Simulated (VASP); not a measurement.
Input of a VASP 6.6.1 run:

File POSCAR:

```
InPd
1.0
    0.0000000000      2.7460700000      2.7460700000
    2.7460700000      0.0000000000      2.7460700000
    2.7460700000      2.7460700000      0.0000000000
In Pd
1 1
Direct
    0.0000000000      0.0000000000      0.0000000000
    0.5000000000      0.5000000000      0.5000000000
```

INCAR.step1

```
PREC = Accurate
ENCUT = 600
ISMEAR = -1
SIGMA = 0.05
LREAL = False
LASPH = True
NELM = 100
GGA = PE
ALGO = Normal
EDIFF = 1E-4
LWAVE = True
LCHARG = False
```

File INCAR.step2:

```
PREC = Accurate
ENCUT = 600
EDIFF = 1E-7
ISMEAR = -1
SIGMA = 0.05
LREAL = False
LASPH = True
NELM = 100
ALGO = Normal
ISIF = 3
LWAVE = False
LCHARG = False
METAGGA = R2SCAN
LMIXTAU = True
IBRION = 2
NSW = 60
EDIFFG = -0.01
PSTRESS = 20.0
ISTART = 1
```

The input KPOINTS:

```
Automatic mesh
0
Gamma
  8 8 8
```

Potentials or basis: VASP PAW PBE potentials, release 64 (In_d, Pd).

Launch:

```sh
$ cat potpaw_PBE.64/In_d/POTCAR potpaw_PBE.64/Pd/POTCAR > POTCAR
$ cp INCAR.step1 INCAR
$ mpirun -np 1 vasp_std > vasp.out
$ cp INCAR.step2 INCAR
$ mpirun -np 1 vasp_std > vasp.out
```

Estimate the relaxed volume.

19.77 Å³/atom.

Predict the band gap on the k mesh.

zero (an odd number of electrons rules out a gap without spin polarisation).

The path:
| step | energy change (eV) | largest force (eV/Å) | pressure (GPa) | volume (Å³) |
| --- | --- | --- | --- | --- |
| 1 | 0.0000 | 0.0000 | -2.52 | 41.42 |
| 2 | 0.0355 | 0.0000 | 6.62 | 38.02 |
| 3 | -0.0045 | 0.0000 | 1.98 | 39.53 |

Caveat: the cell is relaxed towards a set pressure, so the run minimises the enthalpy, not the energy; the PAW data sets were made with another functional, which shifts forces and pressure a little; spin-orbit coupling is left out, which moves the levels of the heavy elements.
